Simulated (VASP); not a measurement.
Set up this calculation in VASP 6.6.1, as the native input.

```
Task                   : single point
Functional             : r2SCAN
Potentials or basis    : VASP PAW PBE potentials, release 64 (Mo_sv, Br)
Cutoff                 : 520 eV
k mesh                 : 4 × 4 × 4
Occupations            : gaussian, width 0.1 eV
Spin                   : collinear spin
Starting moments       : [1.0, 1.0, 1.0, 1.0, 0.0, 0.0] μB
Dipole correction      : no
Further INCAR settings : ALGO = Normal; EDIFF = 1e-07; NBANDS = 48
```

Crystal: Mo2Br.

```
Mo Br
1.0
     0.00000    3.90661    3.90661
     3.90661    0.00000    3.90661
     3.90661    3.90661    0.00000
Mo Br
4 2
Direct
  0.62500 0.62500 0.62500
  0.12500 0.62500 0.62500
  0.62500 0.62500 0.12500
  0.62500 0.12500 0.62500
  0.00000 0.00000 0.00000
  0.25000 0.25000 0.25000
```

The input as run:

POSCAR

```
Mo2Br
1.0
    0.0000000000      3.9066056698      3.9066056698
    3.9066056698      0.0000000000      3.9066056698
    3.9066056698      3.9066056698      0.0000000000
Mo Br
4 2
Direct
    0.6250000000      0.6250000000      0.6250000000
    0.1250000000      0.6250000000      0.6250000000
    0.6250000000      0.6250000000      0.1250000000
    0.6250000000      0.1250000000      0.6250000000
    0.0000000000      0.0000000000      0.0000000000
    0.2500000000      0.2500000000      0.2500000000
```

INCAR.step1

```
ALGO = Normal
EDIFF = 1E-4
ENCUT = 520
GGA = PE
ISMEAR = 0
ISPIN = 2
LASPH = True
LCHARG = False
LMAXMIX = 4
LREAL = False
LWAVE = True
MAGMOM = 1 1 1 1 0 0
NBANDS = 48
NELM = 150
PREC = Accurate
SIGMA = 0.1
```

INCAR.step2

```
ALGO = Normal
EDIFF = 1E-7
ENCUT = 520
ISIF = 2
ISMEAR = 0
ISPIN = 2
ISTART = 1
LASPH = True
LCHARG = False
LMAXMIX = 4
LMIXTAU = True
LORBIT = 11
LREAL = False
LWAVE = False
MAGMOM = 1 1 1 1 0 0
METAGGA = R2SCAN
NBANDS = 48
NELM = 150
PREC = Accurate
SIGMA = 0.1
```

KPOINTS

```
k-points
0
Gamma
  4 4 4
```

Potentials or basis: VASP PAW PBE potentials, release 64 (Mo_sv, Br).

Launch:

```sh
$ cat potpaw_PBE.64/Mo_sv/POTCAR potpaw_PBE.64/Br/POTCAR > POTCAR
$ cp INCAR.step1 INCAR
$ mpirun -np 1 vasp_std > vasp.out
$ cp INCAR.step2 INCAR
$ mpirun -np 1 vasp_std > vasp.out
```

It gave:

| Quantity | Value |
| --- | --- |
| Pressure | -8.4 GPa |
| Band gap on the k mesh | zero (filled and empty bands overlap) |
| Net moment | 0.00 μB per cell |
| Valence electrons inside the program's atomic spheres | Mo 12.35; Br 4.79 |

Caveat: the cell stands under tension; the PAW data sets were made with another functional, which shifts forces and pressure a little.

Wall time 3.9 min on 1 thread of Intel(R) Xeon(R) 6975P-C (Granite Rapids) (shared host), peak memory 0.36 GiB.
